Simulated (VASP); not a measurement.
# PbF2 (P4_2/mnm) in VASP: settings compared

PbF2 is run at these levels: HSE06, r2SCAN; tasks: single point.

Everything below comes from runs of VASP 6.6.1. Logs are shortened: lines on timing, memory, paths and dates and some standing lists are left out, and cuts for length are marked.

**1. The cell of the first run**

It takes space group P4_2/mnm (No. 136, tetragonal). The conventional cell has a = 5.578 Å, b = 5.578 Å, c = 3.940 Å, α = 90.00°, β = 90.00°, γ = 90.00°. Pb (site symmetry mmm) has 6 F at 2.44 to 2.48 Å within 3.2 Å. F (site symmetry m2m) has 3 Pb at 2.44 to 2.48 Å and 1 F at 3.01 Å within 3.2 Å.

**2. Single point, HSE06**

File POSCAR:

```
PbF2
1.0
    5.5782091968      0.0000000000      0.0000000000
    0.0000000000      5.5782091968      0.0000000000
    0.0000000000      0.0000000000      3.9398845654
Pb F
2 4
Direct
    0.0000000000      0.0000000000      0.0000000000
    0.5000000000      0.5000000000      0.5000000000
    0.3092282397      0.3092282397      0.0000000000
    0.1907717603      0.8092282397      0.5000000000
    0.8092282397      0.1907717603      0.5000000000
    0.6907717603      0.6907717603      0.0000000000
```

File INCAR.step1:

```
SYSTEM = PbF2
ALGO = Normal ; EDIFF = 1E-5
ENCUT = 520 ; GGA = PE
ISIF = 2 ; ISMEAR = 0
LASPH = .True. ; LCHARG = .False.
LREAL = .False. ; LWAVE = .True.
NBANDS = 37 ; NELM = 100
PREC = Accurate ; SIGMA = 0.01
```

File INCAR.step2:

```
SYSTEM = PbF2
ALGO = Normal ; EDIFF = 1E-6
ENCUT = 520 ; GGA = PE
HFSCREEN = 0.2079 ; ISIF = 2
ISMEAR = 0 ; ISTART = 1
LASPH = .True. ; LCHARG = .False.
LHFCALC = .True. ; LREAL = .False.
LWAVE = .False. ; NBANDS = 37
NELM = 100 ; PREC = Accurate
PRECFOCK = Fast ; SIGMA = 0.01
```

File KPOINTS:

```
k-points
0
Gamma
  2 2 4
  0 0 0
```

Potentials or basis: VASP PAW PBE potentials, release 64 (Pb_d, F).

The run is started by

```sh
> cat potpaw_PBE.64/Pb_d/POTCAR potpaw_PBE.64/F/POTCAR > POTCAR
> cp INCAR.step1 INCAR
> mpirun -np 1 vasp_std > vasp.out
> cp INCAR.step2 INCAR
> mpirun -np 1 vasp_std > vasp.out
```

OUTCAR:

```text
SYSTEM = PbF2
   EDIFF = 1E-6
   ENCUT = 520
   GGA = PE
   HFSCREEN = 0.2079
   ISIF = 2
   ISMEAR = 0
   ISTART = 1
   LASPH = .True.
   LHFCALC = .True.
   LREAL = .False.
   NELM = 100
   PREC = Accurate
   PRECFOCK = Fast

 ion  position               nearest neighbor table
   1  0.000  0.000  0.000-   3 2.44   6 2.44   5 2.48   4 2.48   4 2.48   5 2.48
   2  0.500  0.500  0.500-   4 2.44   5 2.44   3 2.48   6 2.48   3 2.48   6 2.48
   3  0.309  0.309  0.000-   1 2.44   2 2.48   2 2.48
   4  0.191  0.809  0.500-   2 2.44   1 2.48   1 2.48
   5  0.809  0.191  0.500-   2 2.44   1 2.48   1 2.48
   6  0.691  0.691  0.000-   1 2.44   2 2.48   2 2.48

  LATTYP: Found a simple tetragonal cell.
 ALAT       =     5.5782091968
 C/A-ratio  =     0.7062991771

  Lattice vectors:

 A1 = (   5.5782091968,   0.0000000000,   0.0000000000)
 A2 = (   0.0000000000,   5.5782091968,   0.0000000000)
 A3 = (   0.0000000000,   0.0000000000,   3.9398845654)

Analysis of symmetry for initial positions (statically):
=====================================================================
 Subroutine PRICEL returns:
 Original cell was already a primitive cell.

 Routine SETGRP: Setting up the symmetry group for a
 simple tetragonal supercell.

 Subroutine GETGRP returns: Found 16 space group operations
 (whereof  8 operations were pure point group operations)
 out of a pool of 16 trial point group operations.

The static configuration has the point symmetry D_2h.
 The point group associated with its full space group is D_4h.

Analysis of symmetry for dynamics (positions and initial velocities):
=====================================================================
 Subroutine PRICEL returns:
 Original cell was already a primitive cell.

 Routine SETGRP: Setting up the symmetry group for a
 simple tetragonal supercell.

 Subroutine GETGRP returns: Found 16 space group operations
 (whereof  8 operations were pure point group operations)
 out of a pool of 16 trial point group operations.

The dynamic configuration has the point symmetry D_2h.
 The point group associated with its full space group is D_4h.

 Subroutine INISYM returns: Found 16 space group operations
 (whereof  8 operations are pure point group operations),
 and found     1 'primitive' translations

----------------------------------------------------------------------------------------

                                     Primitive cell

  volume of cell :     122.5951

  direct lattice vectors                    reciprocal lattice vectors
     5.578209197  0.000000000  0.000000000     0.179269003  0.000000000  0.000000000
     0.000000000  5.578209197  0.000000000     0.000000000  0.179269003  0.000000000
     0.000000000  0.000000000  3.939884565     0.000000000  0.000000000  0.253814543

  length of vectors
     5.578209197  5.578209197  3.939884565     0.179269003  0.179269003  0.253814543

  position of ions in fractional coordinates (direct lattice)
     0.000000000  0.000000000  0.000000000
     0.500000000  0.500000000  0.500000000
     0.309228240  0.309228240  0.000000000
     0.190771760  0.809228240  0.500000000
     0.809228240  0.190771760  0.500000000
     0.690771760  0.690771760  0.000000000

  ion indices of the primitive-cell ions
   primitive index   ion index
                 1           1
                 2           2
                 3           3
                 4           4
                 5           5
                 6           6

----------------------------------------------------------------------------------------

 KPOINTS: k-points

Automatic generation of k-mesh.
 Grid dimensions read from file:
 generate k-points for:    2    2    4

 Generating k-lattice:

  Cartesian coordinates                     Fractional coordinates (reciprocal lattice)
     0.089634501  0.000000000  0.000000000     0.500000000  0.000000000  0.000000000
     0.000000000  0.089634501  0.000000000     0.000000000  0.500000000  0.000000000
     0.000000000  0.000000000  0.063453636     0.000000000  0.000000000  0.250000000

  Length of vectors
     0.089634501  0.089634501  0.063453636

  Shift w.r.t. Gamma in fractional coordinates (k-lattice)
     0.000000000  0.000000000  0.000000000

 Subroutine IBZKPT returns following result:
 ===========================================

 Found      9 irreducible k-points:

 Following reciprocal coordinates:
            Coordinates               Weight
  0.000000  0.000000  0.000000      1.000000
  0.500000  0.000000  0.000000      2.000000
  0.500000  0.500000  0.000000      1.000000
  0.000000  0.000000  0.250000      2.000000
  0.500000  0.000000  0.250000      4.000000
  0.500000  0.500000  0.250000      2.000000
  0.000000  0.000000  0.500000      1.000000
  0.500000  0.000000  0.500000      2.000000
  0.500000  0.500000  0.500000      1.000000
   k-points           NKPTS =      9   k-points in BZ     NKDIM =     16   number of bands    NBANDS=     37
   number of dos      NEDOS =    301   number of ions     NIONS =      6
   total plane-waves  NPLWV =  52920
   dimension x,y,z NGX =    42 NGY =   42 NGZ =   30
   dimension x,y,z NGXF=    84 NGYF=   84 NGZF=   60
   ions per type =               2   4
   NGX,Y,Z   is equivalent  to a cutoff of  12.52, 12.52, 12.66 a.u.
   NGXF,Y,Z  is equivalent  to a cutoff of  25.03, 25.03, 25.32 a.u.
 SYSTEM =  PbF2
   PREC   = accura    normal or accurate (medium, high low for compatibility)
   ISTART =      1    job   : 0-new  1-cont  2-samecut
   ICHARG =      0    charge: 1-file 2-atom 10-const
   ISPIN  =      1    spin polarized calculation?
   LNONCOLLINEAR =      F non collinear calculations
   LSORBIT =      F    spin-orbit coupling
   LASPH  =      T    aspherical Exc in radial PAW
   ENCUT  =  520.0 eV  38.22 Ry    6.18 a.u.  10.37 10.37  7.33*2*pi/ulx,y,z
   NELM   =    100;   NELMIN=  2; NELMDL=  0     # of ELM steps
   EDIFF  = 0.1E-05   stopping-criterion for ELM
   LREAL  =      F    real-space projection
   EDIFFG = 0.1E-04   stopping-criterion for IOM
   NSW    =      0    number of steps for IOM
   IBRION =     -1    ionic relax: 0-MD 1-quasi-New 2-CG
   NFREE  =      0    steps in history (QN), initial steepest desc. (CG)
   ISIF   =      2    stress and relaxation
   ISYM   =      3    0-nonsym 1-usesym 2-fastsym
   POTIM  = 0.5000    time-step for ionic-motion
   TEBEG  =    0.0;   TEEND  =   0.0 temperature during run
   PSTRESS=    0.0 pullay stress
   NELECT =      56.0000    total number of electrons
   NUPDOWN=      -1.0000    fix difference up-down
   EMIN   =  10.00;   EMAX   =-10.00  energy-range for DOS
   EFERMI =   0.00;   METHOD = LEGACY
   ISMEAR =     0;   SIGMA  =   0.01  broadening in eV -4-tet -1-fermi 0-gaus
   EFERMI_NEDOS =   21; number of points for ismear=-14 and -15
   IALGO  =     38    algorithm
   IMIX   =      1    mixing-type and parameters
     AMIX     =   0.40;   BMIX     =  1.00
     AMIX_MAG =   1.60;   BMIX_MAG =  1.00
  volume/ion in A,a.u.               =      20.43       137.89
  Fermi-wavevector in a.u.,A,eV,Ry     =   1.260801  2.382568 21.628075  1.589619
  Thomas-Fermi vector in A             =   2.394292
   LORBIT       =      0    0 simple, 1 ext, 2 COOP (PROOUT), +10 PAW based schemes
   GGA     = PE    functional components
   LHFCALC =     T    Hartree Fock is set to
   PRECFOCK=fast      Normal, Fast or Accurate (Low or Medium for compatibility)
   ENCUT4O =  -1.0   cutoff for four orbital integrals eV
   NKREDX  =     1    reduce k-point grid by
   NKREDY  =     1    reduce k-point grid by
   NKREDZ  =     1    reduce k-point grid by
   AEXX    =    0.2500 exact exchange contribution
   HFSCREEN=    0.2079 screening length (either q_TF or 0.3 A-1)
   HFSCREENC=   0.2079 screening length for correlation (either q_TF or 0.3 A-1)
   ENCUTFOCK=  -1.0 apply spherical cutoff to Coloumb kernel
   IVDW    =     0    specifies the selected vdW correction
   LEPSILON=     F    determine dielectric tensor
   LRPA    =     F    only Hartree local field effects (RPA)
 non-spin polarized calculation
 Gauss-broadening in eV      SIGMA  =   0.01
  energy-cutoff  :      520.00
  volume of cell :      122.60
 maximum number of plane-waves:      3332
 NGX is ok and might be reduce to    42
  NGX = 24; NGY = 24; NGZ = 16

 number of electron      55.9999955 magnetization

 Free energy of the ion-electron system (eV)
  ---------------------------------------------------
  ext. energy  EPLUGINS =         0.00000000
  ---------------------------------------------------
  free energy    TOTEN  =       -35.33136967 eV

  energy without entropy =      -35.33136967  energy(sigma->0) =      -35.33136967

 E-fermi :   0.3657     XC(G=0):  -7.0180

 val. band max:        0.2622106930   @ k =   0.0000   0.0000   0.2500
 cond. band min:       5.1073398133   @ k =   0.5000   0.5000   0.0000
 fundamental gap:      4.8451291203
 Fermi energy:         0.3656967420

 k-point     1 :       0.0000    0.0000    0.0000
  band No.  band energies     occupation
      1     -23.5248      2.00000
      2     -23.3677      2.00000
      3     -23.2595      2.00000
      4     -23.2595      2.00000
      5     -16.0455      2.00000
      6     -16.0384      2.00000
[... 29 lines left out ...]
     36      10.3182      0.00000
     37      11.6452      0.00000

 k-point     2 :       0.5000    0.0000    0.0000
  band No.  band energies     occupation
      1     -23.4220      2.00000
      2     -23.4220      2.00000
      3     -23.2859      2.00000
      4     -23.2859      2.00000
      5     -16.0125      2.00000
      6     -16.0125      2.00000
[... 29 lines left out ...]
     36      11.7619      0.00000
     37      13.3849      0.00000
[... 238 lines left out ...]
     36      10.8250      0.00000
     37      12.7367      0.00000

 k-point     9 :       0.5000    0.5000    0.5000
  band No.  band energies     occupation
      1     -23.3700      2.00000
      2     -23.3700      2.00000
      3     -23.3110      2.00000
      4     -23.3110      2.00000
      5     -15.9792      2.00000
      6     -15.9792      2.00000
[... 29 lines left out ...]
     36      12.8364      0.00000
     37      13.6755      0.00000

------------------------ aborting loop because EDIFF is reached ----------------------------------------

  FORCE on cell =-STRESS in cart. coord.  units (eV):
  Direction    XX          YY          ZZ          XY          YZ          ZX
  --------------------------------------------------------------------------------------
  -------------------------------------------------------------------------------------
  Total        0.6105398      0.6105398      0.6119287      0.0000000      0.0000000      0.0000000
  in kB        7.9790551      7.9790551      7.9972072      0.0000000      0.0000000      0.0000000
  external PRESSURE =       7.9851058 kB  Pullay stress =       0.0000000 kB

 VOLUME and BASIS-vectors are now :
 -----------------------------------------------------------------------------
  energy-cutoff  :      520.00
  volume of cell :      122.60
      direct lattice vectors                 reciprocal lattice vectors
     5.578209197  0.000000000  0.000000000     0.179269003  0.000000000  0.000000000
     0.000000000  5.578209197  0.000000000     0.000000000  0.179269003  0.000000000
     0.000000000  0.000000000  3.939884565     0.000000000  0.000000000  0.253814543

 POSITION                                       TOTAL-FORCE (eV/Angst)
 -----------------------------------------------------------------------------------
      0.00000      0.00000      0.00000         0.000000      0.000000      0.000000
      2.78910      2.78910      1.96994         0.000000      0.000000      0.000000
      1.72494      1.72494      0.00000        -0.006623     -0.006623      0.000000
      1.06416      4.51404      1.96994         0.006623     -0.006623      0.000000
      4.51404      1.06416      1.96994        -0.006623      0.006623     -0.000000
      3.85327      3.85327      0.00000         0.006623      0.006623     -0.000000
 -----------------------------------------------------------------------------------
    total drift:                               -0.000029     -0.000031     -0.000001

  FREE ENERGIE OF THE ION-ELECTRON SYSTEM (eV)
  ---------------------------------------------------
  free  energy   TOTEN  =       -35.3313696675 eV

  energy  without entropy=      -35.3313696675  energy(sigma->0) =      -35.33136967
```

Run time: 5.5 min. Hardware: 1 thread of Intel Xeon 6975P-C (Granite Rapids), shared host; peak memory 0.35 GiB.

Results:

```yaml
Free_energy: -35.3314 eV
Pressure: 0.8 GPa
Largest_force: 0.009 eV/Å
Band_gap_on_the_k_mesh: 4.85 eV, indirect (least direct gap 5.12 eV)
```

Forces on the atoms (eV/Å):
```
Pb   0.000  0.000  0.000
Pb   0.000  0.000  0.000
F   -0.007 -0.007  0.000
F    0.007 -0.007  0.000
F   -0.007  0.007  0.000
F    0.007  0.007  0.000
```

Caveat: the k points lie up to 0.56 Å⁻¹ apart; the PAW data sets were made with another functional, which shifts forces and pressure a little; spin-orbit coupling is left out, which moves the levels of the heavy elements. A k mesh can miss the band edges.

**3. Single point, r2SCAN**

POSCAR is that of step 2.

File INCAR.step1:

```
ALGO = Normal ; EDIFF = 1E-4
ENCUT = 520 ; GGA = PE
ISMEAR = 0 ; LASPH = T
LCHARG = F ; LREAL = F
LWAVE = T ; NBANDS = 37
NELM = 100 ; PREC = Accurate
SIGMA = 0.01
```

File INCAR.step2:

```
ALGO = Normal ; EDIFF = 1E-6
ENCUT = 520 ; ISIF = 2
ISMEAR = 0 ; ISTART = 1
LASPH = T ; LCHARG = T
LELF = T ; LMIXTAU = T
LREAL = F ; LVHAR = T
LWAVE = F ; METAGGA = R2SCAN
NBANDS = 37 ; NELM = 100
PREC = Accurate ; SIGMA = 0.01
```

File KPOINTS:

```
k-points
0
Gamma
  4 4 4
```

Potentials or basis: VASP PAW PBE potentials, release 64 (Pb_d, F).

The run is started by

```sh
> cat potpaw_PBE.64/Pb_d/POTCAR potpaw_PBE.64/F/POTCAR > POTCAR
> cp INCAR.step1 INCAR
> mpirun -np 1 vasp_std > vasp.out
> cp INCAR.step2 INCAR
> mpirun -np 1 vasp_std > vasp.out
```

Run time: 2.4 min. Hardware: 1 thread of Intel Xeon 6975P-C (Granite Rapids), shared host; peak memory 0.25 GiB.

It converged, with:

```yaml
Free_energy: -139.7453 eV
Pressure: 0.0 GPa
Band_gap_on_the_k_mesh: 4.05 eV, indirect (least direct gap 4.32 eV)
```

Levels at points of the mesh, in eV from the valence-band top:
```csv
k point,band 26,band 27,band 28,band 29,band 30,band 31
"(0.00, 0.00, 0.00)",-2.56,-2.34,-0.07,4.25,4.25,7.56
"(0.50, 0.00, 0.00)",-2.50,-1.33,-1.33,4.62,4.62,6.39
"(0.50, 0.50, 0.00)",-2.54,-1.15,-1.15,4.05,4.05,7.34
"(0.00, 0.00, 0.50)",-2.66,-0.45,-0.45,5.75,5.75,6.48
"(0.50, 0.00, 0.50)",-2.55,-0.30,-0.30,4.72,4.72,6.67
"(0.50, 0.50, 0.50)",-2.54,-0.77,-0.77,6.01,6.01,6.11
```

Caveat: the PAW data sets were made with another functional, which shifts forces and pressure a little; spin-orbit coupling is left out, which moves the levels of the heavy elements. A k mesh can miss the band edges.
